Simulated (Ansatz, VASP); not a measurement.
# Mg3CdS4 in VASP and in Ansatz

```
Mg Cd S
1.0
     3.75228    0.00000    0.00000
     0.00000    3.75228    0.00000
     0.00000    0.00000   10.63238
Mg Cd S
3 1 4
Direct
  0.00000 0.00000 0.74561
  0.00000 0.00000 0.25439
  0.50000 0.50000 0.50000
  0.50000 0.50000 0.00000
  0.00000 0.00000 0.00000
  0.50000 0.50000 0.25684
  0.00000 0.00000 0.50000
  0.50000 0.50000 0.74316
```

Alike in both runs: task single point; functional PBE; k mesh 4 × 4 × 2; occupations gaussian, width 0.1 eV; no spin polarisation.

```csv
,VASP,Ansatz
version,VASP 6.6.1,Ansatz 0.2.0
potentials or method,"VASP PAW PBE potentials, release 64 (Mg, Cd, S), cutoff 520 eV","scalar-relativistic, plane waves, PAW"
valence electrons in the cell,42,74
```

|  | VASP | Ansatz | Ansatz less VASP |
| --- | --- | --- | --- |
| gap on the k mesh at the Fermi level (eV) | 1.02 | 1.02 | +0.007 |
| least direct gap on the mesh (eV) | 1.84 | 1.86 | +0.017 |
| pressure (GPa) | 0.1 | 0.1 | +0.07 |
| traceless stress, the component that is largest in VASP (GPa) | -0.39 | -0.35 | +0.033 |
| rms of the force components (eV/Å) | 0.007 | 0.002 | -0.0048 |

Atom by atom the forces differ by 0.008 eV/Å (rms over components). VASP's potentials hold 42 valence electrons a cell and Ansatz's 74, so a difference there can come from the potentials and not from the codes.
